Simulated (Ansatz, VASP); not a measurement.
## BN in VASP and in Ansatz

Contents of INCAR:

```
PREC = Accurate
ENCUT = 520
EDIFF = 1E-6
ISMEAR = -1
SIGMA = 0.02
LREAL = F
LASPH = T
NELM = 80
ALGO = Normal
ISIF = 2
LWAVE = F
LCHARG = F
GGA = PE
NBANDS = 11
```

The input KPOINTS:

```
regular mesh
0
Gamma
  12 12 12
```

POSCAR

```
BN
1.0
    0.0000000000      1.8048254650      1.8770184836
    1.8048254650      0.0000000000      1.8770184836
    1.8048254650      1.8048254650      0.0000000000
B N
1 1
Direct
    0.0000000000      0.0000000000      0.0000000000
    0.2500000000      0.2500000000      0.2500000000
```

Input for Ansatz:

```yaml
crystal:
  lattice:
    - [0.0, 1.804825465, 1.8770184836]
    - [1.804825465, 0.0, 1.8770184836]
    - [1.804825465, 1.804825465, 0.0]
  atoms:
    - { symbol: B, position: [0.0, 0.0, 0.0] }
    - { symbol: "N", position: [0.25, 0.25, 0.25] }
kpoints:
  mp_grid: { grid: [12, 12, 12] }
  band_path:
    path:
      - [0.0, 0.0, 0.0]
      - [-0.5, -0.5, 0.0]
      - [-0.375, -0.375, 0.25]
      - [-0.375, 0.0, 0.375]
      - [0.0, 0.0, 0.5]
      - [-0.5, -0.25, 0.25]
      - [0.0, 0.5, 0.5]
    npoints: 1
hamiltonian:
  xc: pbe
scf:
  occupations: { method: fermi_dirac, width: 0.02 }
  n_extra_bands: 4
output:
  forces: true
  stress: true
  eigenvalues: true
  write_density: true
  write_potential: true
  elf: true
  volumetric_format: npy
```

Change from the starting cell: uniaxial_z strain +4.0%.

Alike in both runs: task single point; functional PBE; k mesh 12 × 12 × 12; occupations fermi-dirac, width 0.02 eV; no spin polarisation.

|  | VASP | Ansatz |
| --- | --- | --- |
| version | VASP 6.6.1 | Ansatz 0.2.0 |
| potentials or method | VASP PAW PBE potentials, release 64 (B, N) | plane waves, PAW |
| plane-wave cutoff (eV) | 520 | 420 |
| valence electrons in the cell | 8 | 8 |

|  | VASP | Ansatz | Ansatz less VASP |
| --- | --- | --- | --- |
| gap on the k mesh at the Fermi level (eV) | 4.08 | 4.09 | +0.011 |
| pressure (GPa) | -9.3 | -9.5 | -0.16 |
| traceless stress, the component that is largest in VASP (GPa) | -16.41 | -16.39 | +0.018 |
